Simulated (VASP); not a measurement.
# MgO (P6_3mc) in VASP: a series of runs, part 2 of 2

VASP 6.6.1.

### Step 4. Single point, PBE (volume 11.759 Å^3 an atom, c/a of the conventional cell 2.6717)

INCAR

```
SYSTEM = MgO
  PREC = Accurate
  ENCUT = 520
  EDIFF = 1E-6
  ISMEAR = 0
  SIGMA = 0.05
  LREAL = .FALSE.
  LASPH = .TRUE.
  NELM = 100
  ALGO = Normal
  ISIF = 2
  LWAVE = .FALSE.
  LCHARG = .FALSE.
  GGA = PE
  NBANDS = 26
```

KPOINTS

```
Automatic mesh
0
G
  9 9 4
  0 0 0
```

POSCAR

```
MgO
1.0
    3.4385922900      0.0000000000      0.0000000000
   -1.7192961450      2.9779082764      0.0000000000
    0.0000000000      0.0000000000      9.1868870212
Mg O
4 4
Direct
    0.3333333333      0.6666666667      0.9694906392
    0.0000000000      0.0000000000      0.2208211786
    0.0000000000      0.0000000000      0.7208211786
    0.6666666667      0.3333333333      0.4694906392
    0.3333333333      0.6666666667      0.7800420079
    0.0000000000      0.0000000000      0.5296443544
    0.0000000000      0.0000000000      0.0296443544
    0.6666666667      0.3333333333      0.2800420079
```

The run is started by

```
cat potpaw_PBE.64/Mg/POTCAR potpaw_PBE.64/O/POTCAR > POTCAR
mpirun -np 1 vasp_std > vasp.out
```

Run time: 63 s. Hardware: 1 thread of Intel Xeon Platinum 8488C (Sapphire Rapids), shared host; peak memory 0.25 GiB.

Results (log left out):

```
Free energy            : -45.0722 eV
Pressure               : 10.8 GPa
Largest force          : 3.492 eV/Å
Band gap on the k mesh : 3.23 eV, direct
```

Forces in eV/Å, atoms in the order of the input:
```
Mg   0.000  0.000  3.369
Mg   0.000  0.000  3.450
Mg   0.000  0.000  3.450
Mg   0.000  0.000  3.369
O    0.000  0.000 -3.492
O    0.000  0.000 -3.328
O    0.000  0.000 -3.328
O    0.000  0.000 -3.492
```

Stress tensor (GPa, compression positive):
```
-7.33  0.00  0.00
 0.00 -7.33  0.00
 0.00  0.00 46.93
```

Levels at points of the mesh, in eV from the valence-band top:
```tsv
k point	band 12	band 13	band 14	band 15	band 16	band 17	band 18	band 19	band 20	band 21
(0.00, 0.00, 0.00)	-0.71	-0.71	-0.51	-0.51	0.00	3.23	5.59	5.89	8.33	10.37
(0.00, 0.00, 0.50)	-0.75	-0.58	-0.58	-0.58	-0.58	4.13	4.13	7.32	7.32	11.75
```

Caveat: forces of over 1 eV/Å act on the atoms, so gaps and moduli don't describe the material at rest.

### Step 5. Single point, PBE (volume 11.759 Å^3 an atom, c/a of the conventional cell 3.2049)

INCAR

```
PREC = Accurate ; ENCUT = 520
EDIFF = 1E-7 ; ISMEAR = 0
SIGMA = 0.05 ; LREAL = False
LASPH = True ; NELM = 60
ALGO = Normal ; ISIF = 2
LWAVE = False ; LCHARG = False
GGA = PE ; NBANDS = 26
```

KPOINTS

```
regular mesh
0
Gamma
  9 9 4
```

Changes to POSCAR since step 4:

```diff
@@ -2,5 +2,5 @@
 1.0
-    3.4385922900      0.0000000000      0.0000000000
-   -1.7192961450      2.9779082764      0.0000000000
-    0.0000000000      0.0000000000      9.1868870212
+    3.2362087121      0.0000000000      0.0000000000
+   -1.6181043561      2.8026389566      0.0000000000
+    0.0000000000      0.0000000000     10.3718612957
 Mg O
```

The run is started by

```
cat potpaw_PBE.64/Mg/POTCAR potpaw_PBE.64/O/POTCAR > POTCAR
mpirun -np 1 vasp_std > vasp.out
```

It took 53 s on 1 thread of Intel Xeon Platinum 8488C (Sapphire Rapids), shared host; peak memory 0.23 GiB.

The run converged. Its results:

| Quantity | Value |
| --- | --- |
| Free energy | -46.8674 eV |
| Pressure | 4.7 GPa |
| Largest force | 0.016 eV/Å |
| Band gap on the k mesh | 3.67 eV, direct |

Forces in eV/Å, atoms in the order of the input:
```
Mg   0.000  0.000  0.013
Mg   0.000  0.000  0.001
Mg   0.000  0.000  0.001
Mg   0.000  0.000  0.013
O    0.000  0.000 -0.016
O    0.000  0.000  0.002
O    0.000  0.000  0.002
O    0.000  0.000 -0.016
```

Stress tensor (GPa, compression positive):
```
4.73 0.00 0.00
0.00 4.73 0.00
0.00 0.00 4.54
```

Levels at points of the mesh, in eV from the valence-band top:
```csv
k point,band 14,band 15,band 16,band 17,band 18,band 19
"(0.00, 0.00, 0.00)",-0.12,-0.12,0.00,3.67,6.01,6.13
"(0.00, 0.00, 0.50)",-0.15,-0.15,-0.15,4.51,4.51,7.66
```

### Step 6. Single point, PBE (volume 11.759 Å^3 an atom, c/a of the conventional cell 2.8388)

INCAR

```
SYSTEM = MgO
ALGO = Normal
EDIFF = 1E-7
ENCUT = 520
GGA = PE
ISIF = 2
ISMEAR = 0
LASPH = .TRUE.
LCHARG = .TRUE.
LELF = .TRUE.
LREAL = .FALSE.
LVHAR = .TRUE.
LWAVE = .FALSE.
NBANDS = 26
NELM = 60
PREC = Accurate
SIGMA = 0.05
```

KPOINTS

```
k-points
0
G
  9 9 4
  0 0 0
```

Changes to POSCAR since step 5:

```diff
@@ -2,5 +2,5 @@
 1.0
-    3.2362087121      0.0000000000      0.0000000000
-   -1.6181043561      2.8026389566      0.0000000000
-    0.0000000000      0.0000000000     10.3718612957
+    3.3697549223      0.0000000000      0.0000000000
+   -1.6848774612      2.9182933672      0.0000000000
+    0.0000000000      0.0000000000      9.5660602734
 Mg O
```

Potentials or basis: VASP PAW PBE potentials, release 64 (Mg, O).

The run is started by

```
cat potpaw_PBE.64/Mg/POTCAR potpaw_PBE.64/O/POTCAR > POTCAR
mpirun -np 1 vasp_std > vasp.out
```

OUTCAR:

```text
SYSTEM = MgO
   EDIFF = 1E-7
   ENCUT = 520
   GGA = PE
   ISIF = 2
   ISMEAR = 0
   LASPH = .TRUE.
   LREAL = .FALSE.
   NELM = 60
   PREC = Accurate

 ion  position               nearest neighbor table
   1  0.333  0.667  0.969-   5 1.81   7 2.03   7 2.03   7 2.03   3 3.07   3 3.07   3 3.07   2 3.09
                             2 3.09   2 3.09
   2  0.000  0.000  0.221-   7 1.83   8 2.03   8 2.03   8 2.03   4 3.07   4 3.07   4 3.07   1 3.09
                             1 3.09   1 3.09
   3  0.000  0.000  0.721-   6 1.83   5 2.03   5 2.03   5 2.03   1 3.07   1 3.07   1 3.07   4 3.09
                             4 3.09   4 3.09
[... 917 lines left out ...]
  Total       -2.4199862     -2.4199862     17.2792782      0.0000000      0.0000000      0.0000000
  in kB      -41.2157395    -41.2157395    294.2902010      0.0000000      0.0000000      0.0000000
  external PRESSURE =      70.6195740 kB  Pullay stress =       0.0000000 kB

 VOLUME and BASIS-vectors are now :
 -----------------------------------------------------------------------------
  energy-cutoff  :      520.00
  volume of cell :       94.07
      direct lattice vectors                 reciprocal lattice vectors
     3.369754922  0.000000000  0.000000000     0.296757486  0.171333015  0.000000000
    -1.684877461  2.918293367  0.000000000     0.000000000  0.342666029  0.000000000
     0.000000000  0.000000000  9.566060273     0.000000000  0.000000000  0.104536243

 POSITION                                       TOTAL-FORCE (eV/Angst)
 -----------------------------------------------------------------------------------
     -0.00000      1.94553      9.27421        -0.000000      0.000000      1.838786
      0.00000      0.00000      2.11239        -0.000000     -0.000000      1.897614
      0.00000      0.00000      6.89542         0.000000     -0.000000      1.897614
      1.68488      0.97276      4.49118        -0.000000     -0.000000      1.838786
     -0.00000      1.94553      7.46193         0.000000     -0.000000     -1.920484
      0.00000      0.00000      5.06661        -0.000000      0.000000     -1.815916
      0.00000      0.00000      0.28358         0.000000     -0.000000     -1.815916
      1.68488      0.97276      2.67890        -0.000000     -0.000000     -1.920484
 -----------------------------------------------------------------------------------
    total drift:                               -0.000000     -0.000000      0.003893

  FREE ENERGIE OF THE ION-ELECTRON SYSTEM (eV)
  ---------------------------------------------------
  free  energy   TOTEN  =       -46.1083131511 eV

  energy  without entropy=      -46.1083131511  energy(sigma->0) =      -46.10831315
```

OSZICAR:

```text
N       E                     dE             d eps       ncg     rms          rms(c)
DAV:   1     0.141848109995E+03    0.14185E+03   -0.14496E+04  1872   0.107E+03
DAV:   2    -0.445901567109E+02   -0.18644E+03   -0.17705E+03  2476   0.237E+02
DAV:   3    -0.550185359449E+02   -0.10428E+02   -0.10383E+02  2356   0.566E+01
DAV:   4    -0.550799753921E+02   -0.61439E-01   -0.61418E-01  2166   0.510E+00
DAV:   5    -0.550803635165E+02   -0.38812E-03   -0.38806E-03  2412   0.401E-01    0.169E+01
DAV:   6    -0.462382327302E+02    0.88421E+01   -0.32130E+01  2032   0.328E+01    0.553E+00
DAV:   7    -0.461385909010E+02    0.99642E-01   -0.50902E-01  1986   0.445E+00    0.325E+00
DAV:   8    -0.461104545112E+02    0.28136E-01   -0.20786E-01  2180   0.419E+00    0.618E-01
DAV:   9    -0.461062812709E+02    0.41732E-02   -0.17817E-02  2384   0.877E-01    0.182E-01
DAV:  10    -0.461083437304E+02   -0.20625E-02   -0.37687E-03  2006   0.346E-01    0.118E-01
DAV:  11    -0.461082989924E+02    0.44738E-04   -0.49732E-04  2160   0.154E-01    0.243E-02
DAV:  12    -0.461083124265E+02   -0.13434E-04   -0.25563E-05  2048   0.377E-02    0.114E-02
DAV:  13    -0.461083131982E+02   -0.77172E-06   -0.84272E-06  2170   0.198E-02    0.346E-03
DAV:  14    -0.461083131511E+02    0.47098E-07   -0.73019E-07  2342   0.542E-03
   1 F= -.46108313E+02 E0= -.46108313E+02  d E =-.409847E-12
```

stdout:

```text
POSCAR found type information on POSCAR MgO
 POSCAR found :  2 types and       8 ions
 scaLAPACK will be used
 LDA part: xc-table for (Slater+PW92), standard interpolation
 POSCAR, INCAR and KPOINTS ok, starting setup
 FFT: planning ... GRIDC
 FFT: planning ... GRID_SOFT
 FFT: planning ... GRID
 WAVECAR not read
 entering main loop
```

Run time: 64 s. Hardware: 1 thread of Intel Xeon Platinum 8488C (Sapphire Rapids), shared host; peak memory 0.25 GiB.

Results:

```yaml
Free_energy: -46.1083 eV
Pressure: 7.1 GPa
Largest_force: 1.920 eV/Å
Band_gap_on_the_k_mesh: 3.38 eV, direct
```

Forces on the atoms (eV/Å):
```
Mg   0.000  0.000  1.839
Mg   0.000  0.000  1.898
Mg   0.000  0.000  1.898
Mg   0.000  0.000  1.839
O    0.000  0.000 -1.920
O    0.000  0.000 -1.816
O    0.000  0.000 -1.816
O    0.000  0.000 -1.920
```

Caveat: forces of over 1 eV/Å act on the atoms, so gaps and moduli don't describe the material at rest. A k mesh can miss the band edges.

### Step 7. Summary

| cell | gap on the mesh (eV) | pressure (GPa) | largest force (eV/Å) |
| --- | --- | --- | --- |
| a = 3.046, b = 3.046, c = 11.710 Å, angles 90.0, 90.0, 120.0°, 8 atoms | 3.21 | 10.4 | 1.04 |
| a = 3.302, b = 3.302, c = 9.961 Å, angles 90.0, 90.0, 120.0°, 8 atoms | 3.53 | 5.1 | 0.80 |
| a = 3.439, b = 3.439, c = 9.187 Å, angles 90.0, 90.0, 120.0°, 8 atoms | 3.23 | 10.8 | 3.49 |
| a = 3.236, b = 3.236, c = 10.372 Å, angles 90.0, 90.0, 120.0°, 8 atoms | 3.67 | 4.7 | 0.02 |
| a = 3.370, b = 3.370, c = 9.566 Å, angles 90.0, 90.0, 120.0°, 8 atoms | 3.38 | 7.1 | 1.92 |

Alike in all rows: task single point; level PBE; potentials or basis VASP PAW PBE potentials, release 64 (Mg, O); no spin polarisation; k mesh 9 × 9 × 4; cutoff (eV) 520; smearing gaussian 0.05 eV.

Caveats: forces of over 1 eV/Å act on the atoms, so gaps and moduli don't describe the material at rest (some runs).

Absolute energies hang on the potentials; compare differences alone.
